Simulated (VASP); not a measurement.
CoPdO2:

```
Co Pd O
1.0
     1.41500    0.81695    5.91433
    -1.41500    0.81695    5.91433
     0.00000   -1.63390    5.91433
Co Pd O
1 1 2
Direct
  0.50000 0.50000 0.50000
  0.00000 0.00000 0.00000
  0.88870 0.88870 0.88870
  0.11130 0.11130 0.11130
```

| Quantity | Value |
| --- | --- |
| Program | VASP 6.6.1 |
| Task | relaxation of the atoms |
| Functional | PBE |
| Potentials or basis | VASP PAW PBE potentials, release 64 (Co, Pd, O) |
| Cutoff | 520 eV |
| k mesh | 12 × 12 × 12 |
| Occupations | gaussian, width 0.05 eV |
| Spin | no spin polarisation |

At the start: pressure 5.5 GPa; volume 10.26 Å³/atom.

Q: How do energy, volume and symmetry change on relaxing?

A: Over 3 steps the energy falls by 2.7 meV/atom; space group R-3m (No. 166, to 0.05 Å).

Step by step:
| step | energy change (eV) | largest force (eV/Å) | pressure (GPa) |
| --- | --- | --- | --- |
| 1 | 0.0000 | 0.5395 | 5.54 |
| 2 | -0.0096 | 0.1700 | 6.25 |
| 3 | -0.0106 | 0.0003 | 6.04 |

Final structure:
```cif
data_structure
_symmetry_space_group_name_H-M 'P 1'
_symmetry_Int_Tables_number 1
_cell_length_a 6.1359
_cell_length_b 6.1359
_cell_length_c 6.1359
_cell_angle_alpha 26.666
_cell_angle_beta 26.666
_cell_angle_gamma 26.666
_cell_volume 41.02
loop_
_atom_site_label
_atom_site_type_symbol
_atom_site_fract_x
_atom_site_fract_y
_atom_site_fract_z
_atom_site_occupancy
Co1 Co 0.50000 0.50000 0.50000 1
Pd1 Pd 0.00000 0.00000 0.00000 1
O1 O 0.88759 0.88759 0.88759 1
O2 O 0.11241 0.11241 0.11241 1
```

Caveat: an odd number of electrons without spin polarisation forces a metal; a magnetic or distorted state may lie lower; the run has no spin polarisation, though such a crystal can be magnetic.
